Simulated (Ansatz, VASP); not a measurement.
## ScBSbP3: VASP beside Ansatz

```
Sc B Sb P
1.0
     6.05091    0.00000    0.00000
    -3.02545    5.24024    0.00000
     0.00000    0.00000    3.77374
Sc B Sb P
1 1 1 3
Direct
  0.00000 0.00000 0.00000
  0.33333 0.66667 0.00000
  0.66667 0.33333 0.00000
  0.01297 0.50648 0.50000
  0.49352 0.50648 0.50000
  0.49352 0.98703 0.50000
```

Change from the starting cell: species swapped into the YSiBRh3 type (P-6m2, No. 187).

Alike in both runs: task relaxation of cell and atoms; functional PBE; k mesh 3 × 3 × 4; occupations gaussian, width 0.1 eV; no spin polarisation.

|  | VASP | Ansatz |
| --- | --- | --- |
| version | VASP 6.6.1 | Ansatz 0.2.0 |
| potentials or method | VASP PAW PBE potentials, release 64 (Sc_sv, B, Sb, P), cutoff 600 eV | scalar-relativistic, plane waves, PAW |
| valence electrons in the cell | 34 | 44 |

|  | VASP | Ansatz | Ansatz less VASP |
| --- | --- | --- | --- |
| gap on the k mesh at the Fermi level, each at its own relaxed structure (eV) | none | none | - |
| relaxed volume (Å³/atom) | 18.17 | 18.12 | -0.049 |
| relaxed length of the cell vector where the two differ most in proportion (Å) | 6.090 | 6.080 | -0.0096 |

A gap of «none» marks a metal or a gap that the smearing closes. VASP's potentials hold 34 valence electrons a cell and Ansatz's 44, so a difference there can come from the potentials and not from the codes.

The k mesh is coarse, so the values compare programs but aren't converged. Neither program's run includes spin-orbit coupling.
